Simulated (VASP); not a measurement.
Set up this calculation in VASP 6.6.1, as the native input.

```yaml
Task: single point
Functional: PBE
Potentials_or_basis: VASP PAW PBE potentials, release 64 (Na_pv, Cl)
Cutoff: 520 eV
k_mesh: 2 × 2 × 2
Occupations: gaussian, width 0.1 eV
Spin: no spin polarisation
Dipole_correction: no
Further_INCAR_settings: LREAL = Auto; ALGO = Normal; EDIFF = 1e-07; NBANDS = 66
```

The structure of Na8Cl7 (a cell with a defect) lies in POSCAR:

```
Na8Cl7
1.0
    0.0000000000      5.6805172600      5.6805172600
    5.6805172600      0.0000000000      5.6805172600
    5.6805172600      5.6805172600      0.0000000000
Na Cl
8 7
Direct
   -0.0105012444     -0.0032702128     -0.0102627098
    0.0401378060      0.0047082860      0.4592823823
   -0.0122548699      0.5267081963     -0.0120066531
   -0.0090462713      0.4993704570      0.5084205131
    0.4590547622      0.0047176162      0.0403494065
    0.5113823032      0.0030814095      0.5116303440
    0.5081696557      0.4993282073     -0.0088084408
    0.5096784091      0.4765358287      0.5098905377
    0.2495384549      0.2635403488      0.2498373713
    0.2331645059      0.2577275859      0.7575806574
    0.2495769197      0.7374258027      0.2498080606
    0.2659531572      0.7490706049      0.7420715944
    0.7573091152      0.2577334832      0.2333978473
    0.7495658943     -0.1339608640      0.7497517928
    0.7417915142      0.7491075733      0.2661807773
```

The input as run:

INCAR

```
  ALGO = Normal
  EDIFF = 1E-7
  ENCUT = 520
  GGA = PE
  ISIF = 2
  ISMEAR = 0
  LASPH = True
  LCHARG = False
  LREAL = Auto
  LWAVE = False
  NBANDS = 66
  NELM = 80
  PREC = Accurate
  SIGMA = 0.1
```

KPOINTS

```
k-points
0
Gamma
  2 2 2
```

Potentials or basis: VASP PAW PBE potentials, release 64 (Na_pv, Cl).

Command:

```sh
$ cat potpaw_PBE.64/Na_pv/POTCAR potpaw_PBE.64/Cl/POTCAR > POTCAR
$ mpirun -np 1 vasp_std > vasp.out
```

It gave:

| Quantity | Value |
| --- | --- |
| Pressure | 0.7 GPa |
| Largest force | 0.642 eV/Å |
| Band gap on the k mesh | zero (an odd number of electrons rules out a gap without spin polarisation) |

Caveat: the k points lie up to 0.48 Å⁻¹ apart, too coarse for converged energies and pressures of a metal; an odd number of electrons without spin polarisation forces a metal; a magnetic or distorted state may lie lower.

Run time: 5.8 min on 1 thread of AMD EPYC 9R45 96-Core Processor (Zen 5) (shared host), peak memory 0.48 GiB.
